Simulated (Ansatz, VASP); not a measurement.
**MgO in VASP and in Ansatz**

```
CELL_PARAMETERS angstrom
0.00000 2.22409 2.22409
2.22409 0.00000 2.22409
2.22409 2.22409 0.00000
ATOMIC_POSITIONS crystal
Mg 0.00000 0.00000 0.00000
O 0.50000 0.50000 0.50000
```

Change from the starting cell: hydrostatic strain +5.8%.

Alike in both runs: task single point; functional r2SCAN; k mesh 10 × 10 × 10; no spin polarisation.

|  | VASP | Ansatz |
| --- | --- | --- |
| version | VASP 6.6.1 | Ansatz 0.2.0 |
| potentials or method | VASP PAW PBE potentials, release 64 (Mg, O) | plane waves, PAW |
| plane-wave cutoff (eV) | 520 | 500 |
| occupations | gaussian, width 0.01 eV | fixed |
| valence electrons in the cell | 8 | 16 |

|  | VASP | Ansatz | Ansatz less VASP |
| --- | --- | --- | --- |
| gap on the k mesh at the Fermi level (eV) | 4.11 | 4.13 | +0.026 |
| pressure (GPa) | -20.9 | -20.0 | +0.96 |

VASP's potentials were made for PBE, not for r2SCAN. VASP's potentials hold 8 valence electrons a cell and Ansatz's 16, so a difference there can come from the potentials and not from the codes.
